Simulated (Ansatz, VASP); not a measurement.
# Two plane-wave programs on MgO

```
Mg O
1.0
     0.00000    2.10217    2.10217
     2.10217    0.00000    2.10217
     2.10217    2.10217    0.00000
Mg O
1 1
Direct
  0.00000 0.00000 0.00000
  0.50000 0.50000 0.50000
```

Alike in both runs: task single point; functional PBE; k mesh 8 × 8 × 8; occupations methfessel-paxton of order 1, width 0.5 eV; no spin polarisation.

```csv
,VASP,Ansatz
version,VASP 6.6.1,Ansatz 0.2.0
potentials or method,"VASP PAW PBE potentials, release 64 (Mg_sv, O)",plane waves
plane-wave cutoff (eV),840,420
valence electrons in the cell,16,16
```

VASP gave:

- pressure (GPa): 5.5

Problem. What did Ansatz give for the same quantities?

Solution. Pressure (GPa): 5.6.
